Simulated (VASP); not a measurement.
MgO:

```
Mg O
1.0
     4.21000    0.00000    0.00000
     0.00000    4.21000    0.00000
     0.00000    0.00000    4.21000
Mg O
4 4
Direct
  0.00000 0.00000 0.00000
  0.00000 0.50000 0.50000
  0.50000 0.00000 0.50000
  0.50000 0.50000 0.00000
  0.50000 0.00000 0.00000
  0.50000 0.50000 0.50000
  0.00000 0.00000 0.50000
  0.00000 0.50000 0.00000
```

```yaml
Program: VASP 6.6.1
Task: relaxation of volume and atoms at fixed shape
Functional: PBE
Potentials_or_basis: VASP PAW PBE potentials, release 64 (Mg, O)
Cutoff: 600 eV
k_mesh: 8 × 8 × 8
Occupations: methfessel-paxton, width 0.1 eV
Spin: no spin polarisation
```

At the start: pressure 4.0 GPa; volume 9.33 Å³/atom.

Problem. Where does the relaxation end?

Solution. Over 3 steps the energy falls by 2.8 meV/atom and the volume is 9.56 Å³/atom (+2.5 %); space group Fm-3m (No. 225, to 0.1 Å) before and after.

The path:
| step | energy change (eV) | largest force (eV/Å) | pressure (GPa) | volume (Å³) |
| --- | --- | --- | --- | --- |
| 1 | 0.0000 | 0.0000 | 3.96 | 74.62 |
| 2 | -0.0201 | 0.0000 | -1.25 | 77.14 |
| 3 | -0.0226 | 0.0000 | 0.01 | 76.49 |

Final structure:
```yaml
crystal:
  lattice:
    - [4.24488, 0.00000, 0.00000]
    - [0.00000, 4.24488, 0.00000]
    - [0.00000, 0.00000, 4.24488]
  atoms:
    - { symbol: Mg, position: [0.00000, 0.00000, 0.00000] }
    - { symbol: Mg, position: [0.00000, 0.50000, 0.50000] }
    - { symbol: Mg, position: [0.50000, 0.00000, 0.50000] }
    - { symbol: Mg, position: [0.50000, 0.50000, 0.00000] }
    - { symbol: O, position: [0.50000, 0.00000, 0.00000] }
    - { symbol: O, position: [0.50000, 0.50000, 0.50000] }
    - { symbol: O, position: [0.00000, 0.00000, 0.50000] }
    - { symbol: O, position: [0.00000, 0.50000, 0.00000] }
```
